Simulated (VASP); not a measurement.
Set up this calculation in VASP 6.6.1, as the native input.

* Task: single point
* Functional: PBE
* Dispersion: D3(BJ)
* Potentials or basis: VASP PAW PBE potentials, release 64 (In_d, P)
* Cutoff: 520 eV
* k mesh: 8 × 8 × 8
* Occupations: fermi-dirac, width 0.05 eV
* Spin: no spin polarisation
* Dipole correction: no
* Further INCAR settings: ALGO = Normal; EDIFF = 1e-07; NBANDS = 16

The structure of InP lies in POSCAR:

```
InP
1.0
    0.0000000000      2.9467981673      2.9467981673
    2.9467981673      0.0000000000      2.9467981673
    2.9467981673      2.9467981673      0.0000000000
In P
1 1
Direct
    0.0000000000      0.0000000000      0.0000000000
    0.7500000000      0.7500000000      0.7500000000
```

One way to write it, as run:

INCAR

```
SYSTEM = InP
PREC = Accurate ; ENCUT = 520
EDIFF = 1E-7 ; ISMEAR = -1
SIGMA = 0.05 ; LREAL = .False.
LASPH = .True. ; NELM = 80
ALGO = Normal ; ISIF = 2
LWAVE = .False. ; LCHARG = .False.
GGA = PE ; IVDW = 12
NBANDS = 16
```

KPOINTS

```
Automatic mesh
0
Gamma
  8 8 8
  0 0 0
```

Potentials or basis: VASP PAW PBE potentials, release 64 (In_d, P).

The run is started by

```bash
$ cat potpaw_PBE.64/In_d/POTCAR potpaw_PBE.64/P/POTCAR > POTCAR
$ mpirun -np 1 vasp_std > vasp.out
```

It gave:

```
Pressure                   : -0.1 GPa
Band gap on the k mesh     : 0.62 eV, direct
Dispersion energy per atom : -0.308 eV
```

Caveat: spin-orbit coupling is left out, which moves the levels of the heavy elements.

Run time: 23 s on 1 thread of Intel Xeon 6975P-C (shared host), peak memory 0.19 GiB.
